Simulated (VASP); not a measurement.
Write the native input for VASP 6.6.1 that does the following.

```
Task                   : single point
Functional             : r2SCAN
Potentials or basis    : VASP PAW PBE potentials, release 64 (Ru_pv)
Cutoff                 : 550 eV
k mesh                 : 16 × 16 × 9
Occupations            : fermi-dirac, width 0.08 eV
Spin                   : no spin polarisation
Dipole correction      : no
Further INCAR settings : ALGO = Normal; EDIFF = 1e-06; NBANDS = 21
```

The system is Ru.

```
Ru
1.0
     2.58776    0.00000    0.00000
    -1.29388    2.24106    0.00000
     0.00000    0.00000    4.09526
Ru
2
Direct
  0.33333 0.66667 0.25000
  0.66667 0.33333 0.75000
```

The input as run:

POSCAR

```
Ru
1.0
    2.5877552946      0.0000000000      0.0000000000
   -1.2938776474      2.2410618239      0.0000000000
    0.0000000000      0.0000000000      4.0952639452
Ru
2
Direct
    0.3333333333      0.6666666667      0.2500000000
    0.6666666667      0.3333333333      0.7500000000
```

INCAR.step1

```
ALGO     = Normal         # electronic algorithm
EDIFF    = 1E-5           # SCF threshold, eV
ENCUT    = 550            # plane-wave cutoff, eV
GGA      = PE             # functional
GGA_COMPAT= False        
ISMEAR   = -1             # smearing method
LASPH    = True           # aspherical terms in the spheres
LCHARG   = False          # write CHGCAR
LREAL    = False          # projectors in reciprocal space
LWAVE    = True           # write WAVECAR
NBANDS   = 21             # bands
NELM     = 120            # most SCF steps
PREC     = Accurate       # precision mode
SIGMA    = 0.08           # smearing width, eV
```

INCAR.step2

```
ALGO     = Normal         # electronic algorithm
EDIFF    = 1E-6           # SCF threshold, eV
ENCUT    = 550            # plane-wave cutoff, eV
GGA_COMPAT= False        
ISIF     = 2              # what is computed and relaxed
ISMEAR   = -1             # smearing method
ISTART   = 1            
LASPH    = True           # aspherical terms in the spheres
LCHARG   = False          # write CHGCAR
LMIXTAU  = True         
LREAL    = False          # projectors in reciprocal space
LWAVE    = False          # write WAVECAR
METAGGA  = R2SCAN         # meta-GGA
NBANDS   = 21             # bands
NELM     = 120            # most SCF steps
PREC     = Accurate       # precision mode
SIGMA    = 0.08           # smearing width, eV
```

KPOINTS

```
k-points
0
Gamma
  16 16 9
```

Potentials or basis: VASP PAW PBE potentials, release 64 (Ru_pv).

Launch:

```console
$ cat potpaw_PBE.64/Ru_pv/POTCAR > POTCAR
$ cp INCAR.step1 INCAR
$ mpirun -np 1 vasp_std > vasp.out
$ cp INCAR.step2 INCAR
$ mpirun -np 1 vasp_std > vasp.out
```

Results of the run:

```json
{
 "Pressure": "61.2 GPa",
 "Band gap on the k mesh": "zero (bands 14 and 15 overlap by 4.09 eV)"
}
```

Caveat: the cell stands under pressure; an empty level that is flat over the whole mesh can mark a ghost state of the potentials, or a narrow d or f band; the PAW data sets were made with another functional, which shifts forces and pressure a little.

Run time: 98 s on 1 thread of Intel(R) Xeon(R) 6975P-C (Granite Rapids), on a shared host, peak memory 0.19 GiB.
